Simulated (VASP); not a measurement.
Crystal: CaO.

```
Ca O
1.0
     0.00000    2.39755    2.39755
     2.39755    0.00000    2.39755
     2.39755    2.39755    0.00000
Ca O
1 1
Direct
  0.00000 0.00000 0.00000
  0.50000 0.50000 0.50000
```

Base run:

```yaml
Program: VASP 6.6.1
Functional: r2SCAN
Potentials_or_basis: VASP PAW PBE potentials, release 64 (Ca_sv, O)
Cutoff: 520 eV
k_mesh: 6 × 6 × 6
Occupations: gaussian, width 0.01 eV
Spin: no spin polarisation
```

Its results: band gap on the k mesh 4.19 eV (least direct gap 4.56 eV); pressure 1.0 GPa.

**Question.** After a change of settings the same cell gave: band gap on the k mesh 4.67 eV (least direct gap 5.02 eV); pressure 1.3 GPa. Which change was it?
A. functional from r2SCAN to PBE-based screened hybrid with 100 % exact exchange; k mesh from 6 × 6 × 6 to 4 × 4 × 4
B. k mesh from 6 × 6 × 6 to 3 × 3 × 3
C. k mesh from 6 × 6 × 6 to 2 × 2 × 2
D. functional from r2SCAN to PBE-based screened hybrid with 35 % exact exchange; k mesh from 6 × 6 × 6 to 4 × 4 × 4

**Answer.** B.

Caveats: some runs use coarse meshes; the PAW data sets were made with another functional, which shifts forces and pressure a little; an odd mesh through Γ misses points on the zone boundary, where band edges can lie (at least some runs).
